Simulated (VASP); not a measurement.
**NbFe2N3: single point with PBE**

The system is NbFe2N3.

```xyz
6
Lattice="2.8570 0.0000 0.0000 0.0000 4.0930 3.4209 0.0000 -4.0930 3.4209" Properties=species:S:1:pos:R:3 pbc="T T T"
Nb    1.4285    0.0000    1.5361
Fe    0.0000   -1.7147    3.1583
Fe    0.0000    1.7147    3.1583
N     0.0000    0.0000    3.2526
N     0.0000   -2.4972    4.7066
N     0.0000    2.4972    4.7066
```

```yaml
Program: VASP 6.6.1
Task: single point
Functional: PBE
Potentials_or_basis: VASP PAW PBE potentials, release 64 (Nb_sv, Fe, N)
Cutoff: 520 eV
k_mesh: 6 × 4 × 4
Occupations: gaussian, width 0.1 eV
Spin: no spin polarisation
Dipole_correction: no
Further_INCAR_settings: ALGO = Normal; EDIFF = 1e-07; NBANDS = 31
```

```yaml
Pressure: 1.0 GPa
Largest_force: 0.213 eV/Å
Band_gap_on_the_k_mesh: zero (band 22 reaches 5.09 eV, above the bottom of band 23 at 4.42 eV)
```

Forces on the atoms (eV/Å):
```
Nb   0.000  0.000  0.015
Fe   0.000 -0.194 -0.087
Fe   0.000  0.194 -0.087
N    0.000  0.000  0.023
N    0.000 -0.122  0.068
N    0.000  0.122  0.068
```

Stress tensor (GPa, compression positive):
```
-0.25  0.00  0.00
 0.00  1.61  0.00
 0.00  0.00  1.60
```

Levels at points of the mesh, in eV from the Fermi level:
```tsv
k point	band 19	band 20	band 21	band 22	band 23	band 24	band 25	band 26
(0.00, 0.00, 0.00)	-1.15	-0.75	-0.67	-0.65	-0.35	0.53	0.85	1.70
(0.50, 0.00, 0.00)	-1.04	-0.99	-0.44	0.22	0.90	1.29	1.66	2.04
(0.00, 0.50, 0.00)	-1.13	-0.97	-0.65	-0.17	-0.02	0.74	0.75	0.87
(0.50, 0.50, 0.00)	-0.54	-0.20	0.02	0.06	0.73	1.09	1.44	1.55
(0.00, 0.50, 0.50)	-1.45	-1.43	-1.17	-0.44	-0.32	0.34	1.73	1.77
(0.50, 0.50, 0.50)	-0.44	-0.43	-0.30	0.32	0.63	0.96	1.64	2.12
```

It took 33 s on 1 thread of Intel(R) Xeon(R) 6975P-C (Granite Rapids), with other jobs on the host, peak memory 0.22 GiB.

Caveat: the k points lie up to 0.37 Å⁻¹ apart; the run has no spin polarisation, though such a crystal can be magnetic. Spin polarisation is off, so any magnetic state and its effect on volume and gap are missing.
